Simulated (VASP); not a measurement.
Set up this calculation in VASP 6.6.1, as the native input.

| Quantity | Value |
| --- | --- |
| Task | single point |
| Functional | r2SCAN |
| Dispersion | D3(BJ) |
| Potentials or basis | VASP PAW PBE potentials, release 64 (O_h, H_h, Li_sv, Cl) |
| Cutoff | 1100 eV |
| k mesh | 1 × 1 × 1 |
| Occupations | fermi-dirac, width 0.02 eV |
| Spin | no spin polarisation |
| Dipole correction | no |
| Further INCAR settings | ALGO = Normal; EDIFF = 1e-06; NBANDS = 34 |

The system is LiH8ClO4.

```
CELL_PARAMETERS angstrom
5.28480 0.00000 0.00000
0.00000 5.28480 0.00000
0.00000 0.00000 5.28480
ATOMIC_POSITIONS crystal
O 0.67624 0.35082 0.82792
O 0.93427 0.05684 0.49671
O 0.48691 0.00320 0.15833
O 0.98418 0.75254 0.98897
H 0.55452 0.41810 0.70377
H 0.78048 0.23470 0.72762
H 0.05887 0.18881 0.45990
H 0.01823 0.89843 0.45215
H 0.53421 0.12831 0.02992
H 0.62980 0.00830 0.27398
H 0.98369 0.86299 0.84330
H 0.88065 0.60881 0.93546
Li 0.32413 0.68786 0.09029
Cl 0.26234 0.55389 0.49693
```

These files were run (other wordings do the same):

POSCAR

```
LiH8ClO4
1.0
    5.2848030000      0.0000000000      0.0000000000
    0.0000000000      5.2848030000      0.0000000000
    0.0000000000      0.0000000000      5.2848030000
O H Li Cl
4 8 1 1
Direct
    0.6762445674      0.3508178262      0.8279215508
   -0.0657291643      1.0568361565      0.4967118385
    0.4869106475      0.0031962247      0.1583277183
    0.9841836068      0.7525420439      0.9889678508
    0.5545239975      0.4181004621      0.7037737612
    0.7804751186      0.2347004725      0.7276186648
    0.0588656659      1.1888070097      0.4599015081
    0.0182303118      0.8984334392      0.4521490822
    0.5342148121      0.1283073846      0.0299180856
    0.6298008678      0.0083004078      0.2739813024
    0.9836906503      0.8629938808      0.8433012857
    0.8806474178      0.6088144168      0.9354574949
    0.3241284993      0.6878572642      0.0902912496
    0.2623401016      0.5538928109      0.4969308070
```

INCAR.step1

```
SYSTEM = LiH8ClO4
  PREC = Accurate
  ENCUT = 1100
  ISMEAR = -1
  SIGMA = 0.02
  LREAL = .FALSE.
  LASPH = .TRUE.
  NELM = 120
  NBANDS = 34
  GGA = PE
  ALGO = Normal
  EDIFF = 1E-5
  LWAVE = .TRUE.
  LCHARG = .FALSE.
  GGA_COMPAT = .FALSE.
```

INCAR.step2

```
SYSTEM = LiH8ClO4
  PREC = Accurate
  ENCUT = 1100
  EDIFF = 1E-6
  ISMEAR = -1
  SIGMA = 0.02
  LREAL = .FALSE.
  LASPH = .TRUE.
  NELM = 120
  ALGO = Normal
  ISIF = 2
  LWAVE = .FALSE.
  LCHARG = .FALSE.
  METAGGA = R2SCAN
  LMIXTAU = .TRUE.
  IVDW = 12
  VDW_S6 = 1.0
  VDW_S8 = 0.78981345
  VDW_A1 = 0.49484001
  VDW_A2 = 5.73083694
  NBANDS = 34
  ISTART = 1
  GGA_COMPAT = .FALSE.
```

KPOINTS

```
Automatic mesh
0
G
  1 1 1
  0 0 0
```

Potentials or basis: VASP PAW PBE potentials, release 64 (O_h, H_h, Li_sv, Cl).

Run with:

```sh
$ cat potpaw_PBE.64/O_h/POTCAR potpaw_PBE.64/H_h/POTCAR potpaw_PBE.64/Li_sv/POTCAR potpaw_PBE.64/Cl/POTCAR > POTCAR
$ cp INCAR.step1 INCAR
$ mpirun -np 1 vasp_gam > vasp.out
$ cp INCAR.step2 INCAR
$ mpirun -np 1 vasp_gam > vasp.out
```

Results of the run:

```
Pressure                   : 0.3 GPa
Largest force              : 0.114 eV/Å
Dispersion energy per atom : -0.027 eV
```

Caveat: the k points lie up to 1.19 Å⁻¹ apart, too coarse for converged energies, forces and pressures; the PAW data sets were made with another functional, which shifts forces and pressure a little.

It took 83 s on 1 thread of Intel(R) Xeon(R) 6975P-C (Granite Rapids), on a shared host, peak memory 0.54 GiB.
